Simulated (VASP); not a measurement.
# LiCl (F-43m) in VASP: G0W0 quasiparticle levels with PBE

Aim: the G0W0 quasiparticle levels of LiCl with PBE.

Everything below comes from runs of VASP 6.6.1. Logs are shortened: lines on timing, memory, paths and dates and some standing lists are left out, and cuts for length are marked.

**1. The cell of the first run**

Symmetry: F-43m, No. 216, cubic system. Conventional cell: a = 5.466 Å, b = 5.466 Å, c = 5.466 Å, α = 90.00°, β = 90.00°, γ = 90.00°. Li (site symmetry -43m) has 4 Cl at 2.37 Å within 3.1 Å. Within 3.1 Å of Cl (site symmetry -43m) lie 4 Li at 2.37 Å.

**2. G0W0 quasiparticle levels, PBE**

Input file POSCAR:

```
LiCl
1.0
    0.0000000000      2.7330425290      2.7330425290
    2.7330425290      0.0000000000      2.7330425290
    2.7330425290      2.7330425290      0.0000000000
Li Cl
1 1
Direct
    0.0000000000      0.0000000000      0.0000000000
    0.2500000000      0.2500000000      0.2500000000
```

Input file INCAR.step1:

```
SYSTEM = LiCl
PREC     = Accurate       ! precision mode
ENCUT    = 500            ! plane-wave cutoff, eV
EDIFF    = 1E-8           ! SCF threshold, eV
ISMEAR   = 0              ! smearing method
SIGMA    = 0.01           ! smearing width, eV
LREAL    = .FALSE.        ! projectors in reciprocal space
LASPH    = .TRUE.         ! aspherical terms in the spheres
NELM     = 60             ! most SCF steps
ALGO     = Normal         ! electronic algorithm
LWAVE    = .TRUE.         ! write WAVECAR
LCHARG   = .FALSE.        ! write CHGCAR
GGA      = PE             ! functional
```

Input file INCAR.step2:

```
SYSTEM = LiCl
PREC     = Accurate       ! precision mode
ENCUT    = 500            ! plane-wave cutoff, eV
EDIFF    = 1E-8           ! SCF threshold, eV
ISMEAR   = 0              ! smearing method
SIGMA    = 0.01           ! smearing width, eV
LREAL    = .FALSE.        ! projectors in reciprocal space
LASPH    = .TRUE.         ! aspherical terms in the spheres
NELM     = 1              ! most SCF steps
ALGO     = Exact          ! electronic algorithm
LWAVE    = .TRUE.         ! write WAVECAR
LCHARG   = .FALSE.        ! write CHGCAR
GGA      = PE             ! functional
NBANDS   = 96             ! bands
LOPTICS  = .TRUE.         ! frequency-dependent dielectric function
ISTART   = 1
```

Input file INCAR.step3:

```
SYSTEM = LiCl
PREC     = Accurate       ! precision mode
ENCUT    = 500            ! plane-wave cutoff, eV
EDIFF    = 1E-8           ! SCF threshold, eV
ISMEAR   = 0              ! smearing method
SIGMA    = 0.01           ! smearing width, eV
LREAL    = .FALSE.        ! projectors in reciprocal space
LASPH    = .TRUE.         ! aspherical terms in the spheres
ALGO     = EVGW0          ! electronic algorithm
LWAVE    = .FALSE.        ! write WAVECAR
LCHARG   = .FALSE.        ! write CHGCAR
GGA      = PE             ! functional
NELMGW   = 1            
NBANDS   = 96             ! bands
ENCUTGW  = 100.0          ! cutoff of the response function
NOMEGA   = 96             ! frequency points
PRECFOCK = Fast         
ISTART   = 1            
NBANDSGW = 12           
OMEGAMAX = 20
```

Input file KPOINTS:

```
Automatic mesh
0
G
  6 6 6
  0 0 0
```

Potentials or basis: VASP PAW PBE potentials, release 64 (Li_GW, Cl_GW).

Started as:

```sh
$ cat potpaw_PBE.64/Li_GW/POTCAR potpaw_PBE.64/Cl_GW/POTCAR > POTCAR
$ cp INCAR.step1 INCAR
$ mpirun -np 1 vasp_std > vasp.out
$ cp INCAR.step2 INCAR
$ mpirun -np 1 vasp_std > vasp.out
$ cp INCAR.step3 INCAR
$ mpirun -np 1 vasp_std > vasp.out
```

OUTCAR:

```text
SYSTEM = LiCl
   PREC = Accurate
   ENCUT = 500
   EDIFF = 1E-8
   ISMEAR = 0
   LREAL = .FALSE.
   LASPH = .TRUE.
   GGA = PE
   NELMGW = 1
   ENCUTGW = 100.0
   PRECFOCK = Fast
   ISTART = 1

 ion  position               nearest neighbor table
   1  0.000  0.000  0.000-   2 2.37   2 2.37   2 2.37   2 2.37
   2  0.250  0.250  0.250-   1 2.37   1 2.37   1 2.37   1 2.37

  LATTYP: Found a face centered cubic cell.
 ALAT       =     5.4660850580

  Lattice vectors:

 A1 = (   0.0000000000,   2.7330425290,   2.7330425290)
 A2 = (   2.7330425290,   0.0000000000,   2.7330425290)
 A3 = (   2.7330425290,   2.7330425290,   0.0000000000)

Analysis of symmetry for initial positions (statically):
=====================================================================
 Subroutine PRICEL returns:
 Original cell was already a primitive cell.

 Routine SETGRP: Setting up the symmetry group for a
 face centered cubic supercell.

 Subroutine GETGRP returns: Found 24 space group operations
 (whereof 24 operations were pure point group operations)
 out of a pool of 48 trial point group operations.

The static configuration has the point symmetry T_d .

Analysis of symmetry for dynamics (positions and initial velocities):
=====================================================================
 Subroutine PRICEL returns:
 Original cell was already a primitive cell.

 Routine SETGRP: Setting up the symmetry group for a
 face centered cubic supercell.

 Subroutine GETGRP returns: Found 24 space group operations
 (whereof 24 operations were pure point group operations)
 out of a pool of 48 trial point group operations.

The dynamic configuration has the point symmetry T_d .

 Subroutine INISYM returns: Found 24 space group operations
 (whereof 24 operations are pure point group operations),
 and found     1 'primitive' translations
[... 79 lines left out ...]
   ICHARG =      0    charge: 1-file 2-atom 10-const
   ISPIN  =      1    spin polarized calculation?
   LNONCOLLINEAR =      F non collinear calculations
   LSORBIT =      F    spin-orbit coupling
   LASPH  =      T    aspherical Exc in radial PAW
   ENCUT  =  500.0 eV  36.75 Ry    6.06 a.u.   7.05  7.05  7.05*2*pi/ulx,y,z
   NELM   =     60;   NELMIN=  2; NELMDL=  0     # of ELM steps
   EDIFF  = 0.1E-07   stopping-criterion for ELM
   LREAL  =      F    real-space projection
   EDIFFG = 0.1E-06   stopping-criterion for IOM
   NSW    =      0    number of steps for IOM
   IBRION =     -1    ionic relax: 0-MD 1-quasi-New 2-CG
   NFREE  =      0    steps in history (QN), initial steepest desc. (CG)
   ISIF   =      0    stress and relaxation
   ISYM   =      3    0-nonsym 1-usesym 2-fastsym
   POTIM  = 0.5000    time-step for ionic-motion
   TEBEG  =    0.0;   TEEND  =   0.0 temperature during run
   PSTRESS=    0.0 pullay stress
   NELECT =       8.0000    total number of electrons
   NUPDOWN=      -1.0000    fix difference up-down
   EMIN   =  10.00;   EMAX   =-10.00  energy-range for DOS
   EFERMI =   0.00;   METHOD = LEGACY
   ISMEAR =     0;   SIGMA  =   0.01  broadening in eV -4-tet -1-fermi 0-gaus
   EFERMI_NEDOS =   21; number of points for ismear=-14 and -15
   IALGO  =     38    algorithm
   IMIX   =      4    mixing-type and parameters
     AMIX     =   0.40;   BMIX     =  1.00
     AMIX_MAG =   1.60;   BMIX_MAG =  1.00
  volume/ion in A,a.u.               =      20.41       137.76
  Fermi-wavevector in a.u.,A,eV,Ry     =   0.950857  1.796859 12.301416  0.904129
  Thomas-Fermi vector in A             =   2.079273
   LORBIT       =      0    0 simple, 1 ext, 2 COOP (PROOUT), +10 PAW based schemes
   GGA     = PE    functional components
   LHFCALC =     T    Hartree Fock is set to
   PRECFOCK=fast      Normal, Fast or Accurate (Low or Medium for compatibility)
   ENCUT4O =  -1.0   cutoff for four orbital integrals eV
   NKREDX  =     1    reduce k-point grid by
   NKREDY  =     1    reduce k-point grid by
   NKREDZ  =     1    reduce k-point grid by
   AEXX    =    1.0000 exact exchange contribution
   HFSCREEN=    0.0000 screening length (either q_TF or 0.3 A-1)
   HFSCREENC=   0.0000 screening length for correlation (either q_TF or 0.3 A-1)
   ENCUTFOCK=  -1.0 apply spherical cutoff to Coloumb kernel
   IVDW    =     0    specifies the selected vdW correction
   LEPSILON=     F    determine dielectric tensor
   LRPA    =     F    only Hartree local field effects (RPA)
   LRPAFORCE           =     F    calculate RPA forces
   ENCUTGW             = 100.0    cutoff for response function in eV
   ENCUTGWSOFT         =  80.0    soft cutoff for Coulomb kernel in GW response function in eV
   ENCUTLF             =  -1.0    cutoff for local field effects
   NELMGW              =     1    number of iterations in solving QP/BSE equation
   NELMHF              =     1    number of iterations in the inner HF iteration
   NKREDLFX            =     1    NKREDLFY  =   1   NKREDLFZ  =   1
 non-spin polarized calculation
 Gauss-broadening in eV      SIGMA  =   0.01
  energy-cutoff  :      500.00
  volume of cell :       40.83
 maximum number of plane-waves:      1056
  NGX = 16; NGY = 16; NGZ = 16
   NGX = 15   NGY = 15   NGZ = 15
 maximum number of plane-waves:        98
 NGX is ok and might be reduce to    14

 QP shifts <psi_nk| G(iteration)W_0 |psi_nk>: iteration 1
 for sc-GW calculations column KS-energies equals QP-energies in previous step
 and V_xc(KS)=  KS-energies - (<T + V_ion + V_H > + <T+V_H+V_ion>^1  + <V_x>^1)

 k-point   1 :       0.0000    0.0000    0.0000
  band No.  KS-energies  QP-energies   sigma(KS)   V_xc(KS)     V^pw_x(r,r')   Z            occupation Imag(sigma)

      1     -15.1479     -16.3262     -16.5715     -14.9601     -24.2650       0.7312       2.0000       1.3642
      2      -2.4030      -4.2700     -16.8655     -14.5472     -18.8859       0.8053       2.0000       0.0353
      3      -2.4030      -4.2700     -16.8655     -14.5472     -18.8859       0.8053       2.0000       0.0353
      4      -2.4030      -4.2700     -16.8655     -14.5472     -18.8859       0.8053       2.0000       0.0353
      5       3.6438       4.4170      -6.1386      -7.0413      -3.2010       0.8565       0.0000      -0.0396
      6       7.7050       9.2505      -6.6085      -8.4347      -3.4307       0.8463       0.0000      -0.0452
      7       7.7050       9.2505      -6.6085      -8.4347      -3.4307       0.8463       0.0000      -0.0452
      8       7.7050       9.2505      -6.6085      -8.4347      -3.4307       0.8463       0.0000      -0.0452
      9      11.8892      13.6783      -8.1121     -10.3012      -4.4466       0.8173       0.0000      -0.0735
     10      11.8892      13.6783      -8.1121     -10.3012      -4.4466       0.8173       0.0000      -0.0735
     11      15.3076      15.8989      -5.4393      -6.1824      -1.2884       0.7957       0.0000      -0.2982
     12      15.3076      15.8989      -5.4393      -6.1824      -1.2884       0.7957       0.0000      -0.2982
[... 228 lines left out ...]
      1     -14.7510     -15.7727     -16.8604     -15.4331     -24.5614       0.7158       2.0000       1.1945
      2      -3.9060      -6.0550     -15.5400     -12.8371     -17.7476       0.7951       2.0000       0.0460
      3      -3.4361      -5.4999     -15.9571     -13.3680     -18.1100       0.7971       2.0000       0.0422
      4      -3.3545      -5.3790     -15.8470     -13.3134     -17.9512       0.7991       2.0000       0.0410
      5       5.2012       6.1260      -6.1633      -7.2479      -3.2705       0.8526       0.0000      -0.0413
      6       7.8816       9.1306      -6.8517      -8.3300      -3.7200       0.8449       0.0000      -0.0466
      7       9.2223      10.5388      -6.4138      -8.0003      -2.8996       0.8298       0.0000      -0.0618
      8       9.9606      11.4793      -7.7128      -9.5674      -4.1312       0.8189       0.0000      -0.0652
      9      11.6756      13.1559      -6.9058      -8.7566      -2.9746       0.7998       0.0000      -0.0927
     10      13.6385      15.7291      -8.6938     -11.3196      -4.6435       0.7961       0.0000      -0.1036
     11      14.5874      15.8373      -7.6178      -9.2090      -3.3853       0.7855       0.0000      -0.2191
     12      14.6983      16.6377      -8.4602     -10.8731      -4.2378       0.8037       0.0000      -0.1891
```

Wall time 3 min (1 thread of Intel Xeon 6975P-C (Granite Rapids), shared host); peak memory 0.62 GiB.

Results:

| Property | Result |
| --- | --- |
| Quasiparticle gap | 8.69 eV |
| Least direct quasiparticle gap | 8.69 eV |
| Band gap of the starting levels on the mesh | 6.05 eV |
| Least direct gap of the starting levels on the mesh | 6.05 eV |

Caveat: bands, screening cutoff and mesh are small and nothing is extrapolated, so the quasiparticle values aren't converged; the structure was generated, so it needn't be the stable form of LiCl.
